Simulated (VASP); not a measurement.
# MgI2 (P-3m1) in VASP: a series of runs

The runs below take MgI2 through electric field gradients, with PBEsol.

Program: VASP 6.6.1. These are calculated values, not measurements. Logs are shortened: lines on timing, memory, paths and dates and some standing lists are left out, and cuts for length are marked.

### Step 1. The cell of the first run

The structure is trigonal, space group P-3m1 (No. 164). Conventional cell: a = 4.098 Å, b = 4.098 Å, c = 6.769 Å, α = 90.00°, β = 90.00°, γ = 120.00°. Within 3.8 Å of Mg (site symmetry -3m) lie 6 I at 2.88 Å. Within 3.8 Å of I (site symmetry 3m) lie 3 Mg at 2.88 Å.

### Step 2. Electric field gradients, PBEsol (volume scaled by 0.96)

Input file INCAR:

```
PREC = Accurate
ENCUT = 520
EDIFF = 1E-8
ISMEAR = -1
SIGMA = 0.03
LREAL = False
LASPH = True
NELM = 60
ALGO = Normal
ISIF = 2
LWAVE = False
LCHARG = False
GGA = PS
LEFG = True
NBANDS = 15
```

Input file KPOINTS:

```
regular mesh
0
Gamma
  7 7 4
```

Input file POSCAR:

```
MgI2
1.0
    4.0975621570      0.0000000000      0.0000000000
   -2.0487810785      3.5485929215      0.0000000000
    0.0000000000      0.0000000000      6.7692589016
Mg I
1 2
Direct
    0.0000000000      0.0000000000      0.0000000000
    0.3333333333      0.6666666667      0.7576300000
    0.6666666667      0.3333333333      0.2423700000
```

Potentials or basis: VASP PAW PBE potentials, release 64 (Mg, I).

Command:

```
$ cat potpaw_PBE.64/Mg/POTCAR potpaw_PBE.64/I/POTCAR > POTCAR
$ mpirun -np 1 vasp_std > vasp.out
```

OUTCAR:

```text
PREC = Accurate
   ENCUT = 520
   EDIFF = 1E-8
   ISMEAR = -1
   LREAL = False
   LASPH = True
   NELM = 60
   ISIF = 2
   GGA = PS

 ion  position               nearest neighbor table
   1  0.000  0.000  0.000-   2 2.88   3 2.88   2 2.88   3 2.88   3 2.88   2 2.88
   2  0.333  0.667  0.758-   1 2.88   1 2.88   1 2.88
   3  0.667  0.333  0.242-   1 2.88   1 2.88   1 2.88

  LATTYP: Found a hexagonal cell.
 ALAT       =     4.0975621570
 C/A-ratio  =     1.6520210413

  Lattice vectors:

 A1 = (   4.0975621570,   0.0000000000,   0.0000000000)
 A2 = (  -2.0487810785,   3.5485929215,   0.0000000000)
 A3 = (   0.0000000000,   0.0000000000,   6.7692589016)

Analysis of symmetry for initial positions (statically):
=====================================================================
 Subroutine PRICEL returns:
 Original cell was already a primitive cell.

 Routine SETGRP: Setting up the symmetry group for a
 hexagonal supercell.

 Subroutine GETGRP returns: Found 12 space group operations
 (whereof 12 operations were pure point group operations)
 out of a pool of 24 trial point group operations.
[... 9 lines left out ...]
 hexagonal supercell.

 Subroutine GETGRP returns: Found 12 space group operations
 (whereof 12 operations were pure point group operations)
 out of a pool of 24 trial point group operations.

The dynamic configuration has the point symmetry D_3d.

 Subroutine INISYM returns: Found 12 space group operations
 (whereof 12 operations are pure point group operations),
 and found     1 'primitive' translations

----------------------------------------------------------------------------------------

                                     Primitive cell

  volume of cell :      98.4290

  direct lattice vectors                    reciprocal lattice vectors
     4.097562157  0.000000000  0.000000000     0.244047549  0.140900918  0.000000000
    -2.048781078  3.548592922  0.000000000     0.000000000  0.281801836  0.000000000
     0.000000000  0.000000000  6.769258902     0.000000000  0.000000000  0.147726659

  length of vectors
     4.097562157  4.097562157  6.769258902     0.281801836  0.281801836  0.147726659

  position of ions in fractional coordinates (direct lattice)
     0.000000000  0.000000000  0.000000000
     0.333333333  0.666666667  0.757630000
     0.666666667  0.333333333  0.242370000

  ion indices of the primitive-cell ions
   primitive index   ion index
                 1           1
                 2           2
                 3           3

----------------------------------------------------------------------------------------

 KPOINTS: regular mesh

Automatic generation of k-mesh.
 Grid dimensions read from file:
 generate k-points for:    7    7    4

 Generating k-lattice:

  Cartesian coordinates                     Fractional coordinates (reciprocal lattice)
     0.034863936  0.020128703  0.000000000     0.142857143  0.000000000  0.000000000
     0.000000000  0.040257405  0.000000000     0.000000000  0.142857143  0.000000000
     0.000000000  0.000000000  0.036931665     0.000000000  0.000000000  0.250000000

  Length of vectors
     0.040257405  0.040257405  0.036931665

  Shift w.r.t. Gamma in fractional coordinates (k-lattice)
     0.000000000  0.000000000  0.000000000

 Subroutine IBZKPT returns following result:
 ===========================================

 Found     28 irreducible k-points:

 Following reciprocal coordinates:
            Coordinates               Weight
  0.000000  0.000000  0.000000      1.000000
  0.142857  0.000000  0.000000      6.000000
  0.285714  0.000000  0.000000      6.000000
  0.428571  0.000000  0.000000      6.000000
  0.142857  0.142857  0.000000      6.000000
  0.285714  0.142857  0.000000     12.000000
[... 16 lines left out ...]
  0.285714  0.000000  0.500000      6.000000
  0.428571  0.000000  0.500000      6.000000
 [... further k-points ...]
   k-points           NKPTS =     28   k-points in BZ     NKDIM =     28   number of bands    NBANDS=     15
   number of dos      NEDOS =    301   number of ions     NIONS =      3
   total plane-waves  NPLWV =  45000
   dimension x,y,z NGX =    30 NGY =   30 NGZ =   50
   dimension x,y,z NGXF=    60 NGYF=   60 NGZF=  100
   ions per type =               1   2
   NGX,Y,Z   is equivalent  to a cutoff of  12.17, 12.17, 12.28 a.u.
   NGXF,Y,Z  is equivalent  to a cutoff of  24.34, 24.34, 24.56 a.u.
 SYSTEM =  unknown system
   PREC   = accura    normal or accurate (medium, high low for compatibility)
   ISTART =      0    job   : 0-new  1-cont  2-samecut
   ICHARG =      2    charge: 1-file 2-atom 10-const
   ISPIN  =      1    spin polarized calculation?
   LNONCOLLINEAR =      F non collinear calculations
   LSORBIT =      F    spin-orbit coupling
   LASPH  =      T    aspherical Exc in radial PAW
   ENCUT  =  520.0 eV  38.22 Ry    6.18 a.u.   7.62  7.62 12.59*2*pi/ulx,y,z
   NELM   =     60;   NELMIN=  2; NELMDL= -5     # of ELM steps
   EDIFF  = 0.1E-07   stopping-criterion for ELM
   LREAL  =      F    real-space projection
   EDIFFG = 0.1E-06   stopping-criterion for IOM
   NSW    =      0    number of steps for IOM
   IBRION =     -1    ionic relax: 0-MD 1-quasi-New 2-CG
   NFREE  =      0    steps in history (QN), initial steepest desc. (CG)
   ISIF   =      2    stress and relaxation
   ISYM   =      2    0-nonsym 1-usesym 2-fastsym
   POTIM  = 0.5000    time-step for ionic-motion
   TEBEG  =    0.0;   TEEND  =   0.0 temperature during run
   PSTRESS=    0.0 pullay stress
   NELECT =      16.0000    total number of electrons
   NUPDOWN=      -1.0000    fix difference up-down
   EMIN   =  10.00;   EMAX   =-10.00  energy-range for DOS
   EFERMI =   0.00;   METHOD = LEGACY
   ISMEAR =    -1;   SIGMA  =   0.03  broadening in eV -4-tet -1-fermi 0-gaus
   EFERMI_NEDOS =   21; number of points for ismear=-14 and -15
   IALGO  =     38    algorithm
   IMIX   =      4    mixing-type and parameters
     AMIX     =   0.40;   BMIX     =  1.00
     AMIX_MAG =   1.60;   BMIX_MAG =  1.00
  volume/ion in A,a.u.               =      32.81       221.41
  Fermi-wavevector in a.u.,A,eV,Ry     =   0.893457  1.688390 10.861071  0.798266
  Thomas-Fermi vector in A             =   2.015537
   LORBIT       =      0    0 simple, 1 ext, 2 COOP (PROOUT), +10 PAW based schemes
   GGA     = PS    functional components
   LHFCALC =     F    Hartree Fock is set to
   AEXX    =    0.0000 exact exchange contribution
   IVDW    =     0    specifies the selected vdW correction
   LEPSILON=     F    determine dielectric tensor
   LRPA    =     F    only Hartree local field effects (RPA)
 non-spin polarized calculation
  energy-cutoff  :      520.00
  volume of cell :       98.43
 maximum number of plane-waves:      2683
   NGX = 15   NGY = 15   NGZ = 25

 number of electron      15.9999999 magnetization

 Free energy of the ion-electron system (eV)
  ---------------------------------------------------
  ext. energy  EPLUGINS =         0.00000000
  ---------------------------------------------------
  free energy    TOTEN  =        -8.40908556 eV

  energy without entropy =       -8.40908556  energy(sigma->0) =       -8.40908556

 E-fermi :   3.2104     XC(G=0):  -8.5450

 val. band max:        2.6296897543   @ k =   0.0000   0.0000   0.0000
 cond. band min:       6.1094384110   @ k =   0.4286   0.0000   0.2500
 fundamental gap:      3.4797486566
 Fermi energy:         3.2103673287

 k-point     1 :       0.0000    0.0000    0.0000
  band No.  band energies     occupation
      1      -9.7006      2.00000
      2      -8.8998      2.00000
      3      -1.1691      2.00000
      4       2.1087      2.00000
      5       2.1087      2.00000
      6       2.5335      2.00000
      7       2.5335      2.00000
      8       2.6297      2.00000
      9       6.3653      0.00000
     10       7.2532      0.00000
     11       9.2835      0.00000
     12       9.2835      0.00000
     13       9.9710      0.00000
     14      10.6790      0.00000
     15      10.6790      0.00000
[... 397 lines left out ...]
 k-point    24 :       0.4286    0.0000    0.5000
  band No.  band energies     occupation
      1      -8.8839      2.00000
      2      -8.7405      2.00000
      3      -1.2335      2.00000
      4      -0.7539      2.00000
      5       1.3285      2.00000
      6       1.3670      2.00000
      7       1.7166      2.00000
      8       1.8751      2.00000
      9       6.2135      0.00000
     10       7.6655      0.00000
     11       8.2784      0.00000
     12       8.6554      0.00000
     13      10.4101      0.00000
     14      12.4822      0.00000
     15      12.7736      0.00000

 [... further k-points ...]
[... 5 lines left out ...]
  --------------------------------------------------------------------------------------
  -------------------------------------------------------------------------------------
  Total        0.6201990      0.6201990      0.8334998      0.0000000     -0.0000000      0.0000000
  in kB       10.0952899     10.0952899     13.5672941      0.0000000     -0.0000000      0.0000000
  external PRESSURE =      11.2526246 kB  Pullay stress =       0.0000000 kB

 VOLUME and BASIS-vectors are now :
 -----------------------------------------------------------------------------
  energy-cutoff  :      520.00
  volume of cell :       98.43
      direct lattice vectors                 reciprocal lattice vectors
     4.097562157  0.000000000  0.000000000     0.244047549  0.140900918  0.000000000
    -2.048781078  3.548592922  0.000000000     0.000000000  0.281801836  0.000000000
     0.000000000  0.000000000  6.769258902     0.000000000  0.000000000  0.147726659

 POSITION                                       TOTAL-FORCE (eV/Angst)
 -----------------------------------------------------------------------------------
      0.00000      0.00000      0.00000         0.000000      0.000000      0.000000
     -0.00000      2.36573      5.12859         0.000000     -0.000000     -0.168806
      2.04878      1.18286      1.64067        -0.000000      0.000000      0.168806
 -----------------------------------------------------------------------------------
    total drift:                                0.000000     -0.000000     -0.000000

  FREE ENERGIE OF THE ION-ELECTRON SYSTEM (eV)
  ---------------------------------------------------
  free  energy   TOTEN  =        -8.4090855623 eV

  energy  without entropy=       -8.4090855623  energy(sigma->0) =       -8.40908556

 Electric field gradients (V/A^2)
---------------------------------------------------------------------
 ion       V_xx      V_yy      V_zz      V_xy      V_xz      V_yz
---------------------------------------------------------------------
   1      -0.115    -0.115     0.229     0.000     0.000    -0.000
   2      24.482    24.481   -48.963    -0.000    -0.000     0.000
   3      24.482    24.481   -48.963    -0.000    -0.000     0.000
---------------------------------------------------------------------

 Electric field gradients after diagonalization (V/A^2)
 (convention: |V_zz| > |V_xx| > |V_yy|)
----------------------------------------------------------------------
 ion       V_xx      V_yy      V_zz     asymmetry (V_yy - V_xx)/ V_zz
----------------------------------------------------------------------
   1      -0.115    -0.115     0.229       0.000
   2      24.482    24.481   -48.963       0.000
   3      24.482    24.481   -48.963       0.000
----------------------------------------------------------------------

           NMR quadrupolar parameters

 Cq : quadrupolar parameter    Cq=e*Q*V_zz/h
 eta: asymmetry parameters     (V_yy - V_xx)/ V_zz
 Q  : nuclear electric quadrupole moment in mb (millibarn)
----------------------------------------------------------------------
 ion       Cq(MHz)       eta       Q (mb)
----------------------------------------------------------------------
   1       0.001       0.000       1.000
   2      -0.118       0.000       1.000
   3      -0.118       0.000       1.000
----------------------------------------------------------------------
```

It took 26 s on 1 thread of Intel Xeon 6975P-C (Granite Rapids), shared host; peak memory 0.22 GiB.

What came out:

```yaml
Free_energy: -8.4091 eV
Pressure: 1.1 GPa
Largest_force: 0.169 eV/Å
Band_gap_on_the_k_mesh: 3.48 eV, indirect (least direct gap 3.74 eV)
```

Forces on the atoms (eV/Å):
```
Mg   0.000  0.000  0.000
I    0.000  0.000 -0.169
I    0.000  0.000  0.169
```

Stress tensor (GPa, compression positive):
```
1.01 0.00 0.00
0.00 1.01 0.00
0.00 0.00 1.36
```

Electric field gradients, principal values (V/Å²):
```csv
atom,least,middle,greatest (by size)
1 Mg,-0.115,-0.115,0.229
2 I,24.481,24.482,-48.963
3 I,24.481,24.482,-48.963
```

Caveat: without QUAD_EFG the Cq values of the log hold for a quadrupole moment of 1 mb, not for the nuclei; the PAW data sets were made with another functional, which shifts forces and pressure a little; spin-orbit coupling is left out, which moves the levels of the heavy elements; this functional lacks dispersion, which binds the layers, so the pressure and a relaxed spacing across them are unreliable.

(Part 1 of 2 ends here.)
